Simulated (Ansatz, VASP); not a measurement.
CaNb2O5 in VASP and in Ansatz

File INCAR:

```
SYSTEM = CaNb2O5
PREC = Accurate
ENCUT = 520
EDIFF = 1E-7
ISMEAR = 0
SIGMA = 0.1
LREAL = .False.
LASPH = .True.
NELM = 60
ALGO = Normal
ISIF = 2
LWAVE = .False.
LCHARG = .True.
GGA = PE
LELF = .True.
LVHAR = .True.
NBANDS = 43
```

Contents of KPOINTS:

```
regular mesh
0
Gamma
  3 3 4
  0 0 0
```

POSCAR

```
CaNb2O5
1.0
    7.3583562900      0.0000000000      0.0000000000
   -3.6791781400      6.3725234700      0.0000000000
    0.0000000000      0.0000000000      4.4281500200
Ca Nb O
1 2 5
Direct
    0.0000000000      0.0000000000      0.0000000000
    0.3333333300      0.6666666700      0.5000000000
    0.6666666700      0.3333333300      0.5000000000
    0.3333333300      0.6666666700      0.9209602200
    0.0000000000      0.5000000000      0.4947068800
    0.5000000000      0.5000000000      0.4947068800
    0.5000000000      0.0000000000      0.4947068800
    0.6666666700      0.3333333300      0.9209602200
```

Input for Ansatz:

```yaml
crystal:
  lattice:
    - [7.35835629, 0.0, 0.0]
    - [-3.67917814, 6.37252347, 0.0]
    - [0.0, 0.0, 4.42815002]
  atoms:
    - { symbol: Ca, position: [0.0, 0.0, 0.0] }
    - { symbol: Nb, position: [0.33333333, 0.66666667, 0.5] }
    - { symbol: Nb, position: [0.66666667, 0.33333333, 0.5] }
    - { symbol: O, position: [0.33333333, 0.66666667, 0.92096022] }
    - { symbol: O, position: [0.0, 0.5, 0.49470688] }
    - { symbol: O, position: [0.5, 0.5, 0.49470688] }
    - { symbol: O, position: [0.5, 0.0, 0.49470688] }
    - { symbol: O, position: [0.66666667, 0.33333333, 0.92096022] }
basis:
  ecutwfc: 420
kpoints:
  mp_grid: { grid: [3, 3, 4] }
hamiltonian:
  xc: pbe
scf:
  occupations: { method: gaussian, width: 0.1 }
  lower_state_search: "off"
output:
  forces: true
  stress: true
  eigenvalues: true
```

Alike in both runs: task single point; functional PBE; k mesh 3 × 3 × 4; occupations gaussian, width 0.1 eV; no spin polarisation.

|  | VASP | Ansatz |
| --- | --- | --- |
| version | VASP 6.6.1 | Ansatz 0.2.0 |
| potentials or method | VASP PAW PBE potentials, release 64 (Ca_sv, Nb_sv, O), cutoff 520 eV | scalar-relativistic, plane waves, PAW |
| valence electrons in the cell | 66 | 66 |

Ansatz gave:

```
gap on the k mesh at the Fermi level (eV)                     : none
pressure (GPa)                                                : -16.2
traceless stress, the component that is largest in VASP (GPa) : 1.00
rms of the force components (eV/Å)                            : 0.975
```

**Question.** Estimate VASP's values.

**Answer.** gap on the k mesh at the Fermi level (eV): none; pressure (GPa): -16.3; traceless stress, the component that is largest in VASP (GPa): 1.03; rms of the force components (eV/Å): 0.963.

Atom by atom the forces differ by 0.014 eV/Å (rms over components). A gap of «none» marks a metal or a gap that the smearing closes.
